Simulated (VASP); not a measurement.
Wanted: the native input for a VASP 6.6.1 run.

| Quantity | Value |
| --- | --- |
| Task | single point |
| Functional | PBE |
| Potentials or basis | VASP PAW PBE potentials, release 64 (Ir_sv_GW) |
| Cutoff | 500 eV |
| k mesh | 16 × 16 × 15 |
| Occupations | fermi-dirac, width 0.05 eV |
| Spin | no spin polarisation |
| Dipole correction | no |
| Second run | valence_matched |
| Further INCAR settings | ALGO = Normal; EDIFF = 1e-06; NBANDS = 14 |

The structure of Ir lies in POSCAR:

```
Ir
1.0
    2.2610286241      0.0000000000      0.0000000000
   -1.1305143120      1.9581082271      0.0000000000
    0.0000000000      0.0000000000      2.1525523548
Ir
1
Direct
    0.0000000000      0.0000000000      0.0000000000
```

The input as run:

INCAR

```
SYSTEM = Ir
PREC = Accurate
ENCUT = 500
EDIFF = 1E-6
ISMEAR = -1
SIGMA = 0.05
LREAL = .FALSE.
LASPH = .TRUE.
NELM = 120
ALGO = Normal
ISIF = 2
LWAVE = .FALSE.
LCHARG = .TRUE.
GGA = PE
LELF = .TRUE.
LVHAR = .TRUE.
NBANDS = 14
GGA_COMPAT = .FALSE.
```

KPOINTS

```
regular mesh
0
G
  16 16 15
  0 0 0
```

Potentials or basis: VASP PAW PBE potentials, release 64 (Ir_sv_GW).

Command:

```sh
$ cat potpaw_PBE.64/Ir_sv_GW/POTCAR > POTCAR
$ mpirun -np 1 vasp_std > vasp.out
```

Results of the run:

| Item | Value |
| --- | --- |
| Pressure | 491.3 GPa |

Wall time 6.6 s on 1 thread of Intel(R) Xeon(R) 6975P-C (Granite Rapids) (shared host), peak memory 0.14 GiB.
